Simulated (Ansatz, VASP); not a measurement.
Hf2TaN2 in VASP and in Ansatz

File INCAR:

```
SYSTEM = Hf2TaN2
  ALGO = Normal
  EDIFF = 1E-7
  ENCUT = 520
  GGA = PE
  ISIF = 2
  ISMEAR = 0
  LASPH = .True.
  LCHARG = .False.
  LREAL = .False.
  LWAVE = .False.
  NBANDS = 28
  NELM = 60
  PREC = Accurate
  SIGMA = 0.1
```

File KPOINTS:

```
k-points
0
Gamma
  6 6 6
  0 0 0
```

The input POSCAR:

```
Hf2TaN2
1.0
    0.0000000000      2.4578096700      5.9014247700
    2.4456978200      0.0000000000      5.9014247700
    2.4456978200      2.4578096700      0.0000000000
Hf Ta N
2 1 2
Direct
    0.2500000000      0.2500000000      0.2500000000
    0.7500000000      0.7500000000      0.7500000000
    0.5000000000      0.5000000000      0.5000000000
    0.1428000000      0.1428000000      0.8572000000
    0.8572000000      0.8572000000      0.1428000000
```

Input for Ansatz:

```yaml
crystal:
  lattice:
    - [0.0, 2.45780967, 5.90142477]
    - [2.44569782, 0.0, 5.90142477]
    - [2.44569782, 2.45780967, 0.0]
  atoms:
    - { symbol: Hf, position: [0.25, 0.25, 0.25] }
    - { symbol: Hf, position: [0.75, 0.75, 0.75] }
    - { symbol: Ta, position: [0.5, 0.5, 0.5] }
    - { symbol: "N", position: [0.1428, 0.1428, 0.8572] }
    - { symbol: "N", position: [0.8572, 0.8572, 0.1428] }
basis:
  ecutwfc: 420
kpoints:
  mp_grid: { grid: [6, 6, 6] }
hamiltonian:
  xc: pbe
scf:
  occupations: { method: gaussian, width: 0.1 }
  lower_state_search: "off"
output:
  forces: true
  stress: true
  eigenvalues: true
```

Change from the starting cell: species swapped into the KCu2Se2 type (Fmmm, No. 69).

Alike in both runs: task single point; functional PBE; k mesh 6 × 6 × 6; occupations gaussian, width 0.1 eV; no spin polarisation.

|  | VASP | Ansatz |
| --- | --- | --- |
| version | VASP 6.6.1 | Ansatz 0.2.0 |
| potentials or method | VASP PAW PBE potentials, release 64 (Hf_pv, Ta_pv, N), cutoff 520 eV | scalar-relativistic, plane waves, PAW |
| valence electrons in the cell | 41 | 75 |

```csv
,VASP,Ansatz,Ansatz less VASP
gap on the k mesh at the Fermi level (eV),none,none,-
pressure (GPa),25.5,26.9,+1.39
"traceless stress, the component that is largest in VASP (GPa)",-39.75,-40.37,-0.617
rms of the force components (eV/Å),0.627,0.654,+0.0268
```

Atom by atom the forces differ by 0.027 eV/Å (rms over components). A gap of «none» marks a metal or a gap that the smearing closes. With one functional, cell and mesh, what is left measures potentials, basis and numerics. VASP's potentials hold 41 valence electrons a cell and Ansatz's 75, so a difference there can come from the potentials and not from the codes.

Neither program's run includes spin-orbit coupling.
